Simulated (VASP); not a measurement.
The system is MnO (Manganosite).

```xyz
2
Lattice="0.0000 2.2230 2.2230 2.2230 0.0000 2.2230 2.2230 2.2230 0.0000" Properties=species:S:1:pos:R:3 pbc="T T T"
Mn    0.0000    0.0000    0.0000
O     2.2230    2.2230    2.2230
```

Base run:

* Program: VASP 6.6.1
* Functional: PBE
* Potentials or basis: VASP PAW PBE potentials, release 64 (Mn_pv, O)
* Cutoff: 520 eV
* k mesh: 13 × 13 × 13
* Occupations: fermi-dirac, width 0.15 eV
* Spin: collinear spin, ferromagnetic start
* Starting moments: [2.8, 0.0] μB
* Hubbard terms: Mn d U = 6.0 eV

Its results: pressure 8.8 GPa; net moment 5.00 μB per cell; site moments Mn +4.68; O +0.12 μB.

Question: After a change of settings the same cell gave: pressure -0.8 GPa; net moment 4.72 μB per cell; site moments Mn +4.29; O +0.19 μB. Which change was it?
A. potentials or basis from VASP PAW PBE potentials, release 64 (Mn_pv, O) to VASP PAW PBE potentials, release 64 (Mn_sv, O); cutoff from 520 eV to 600 eV; further incar settings from ALGO = Normal; EDIFF = 1e-07; NBANDS = 20 to ALGO = Normal; EDIFF = 1e-06; NBANDS = 22; valence electrons from 19 to 21
B. hubbard terms from Mn d U = 6.0 eV to Mn d U = 4.5 eV; further incar settings from ALGO = Normal; EDIFF = 1e-07; NBANDS = 20 to ALGO = Normal; EDIFF = 1e-06; NBANDS = 20
C. hubbard terms from Mn d U = 6.0 eV to none
D. hubbard terms from Mn d U = 6.0 eV to Mn d U = 1.5 eV

Answer: C.

Caveats: a cell with one magnetic atom can't hold antiferromagnetic order, which such compounds often take.
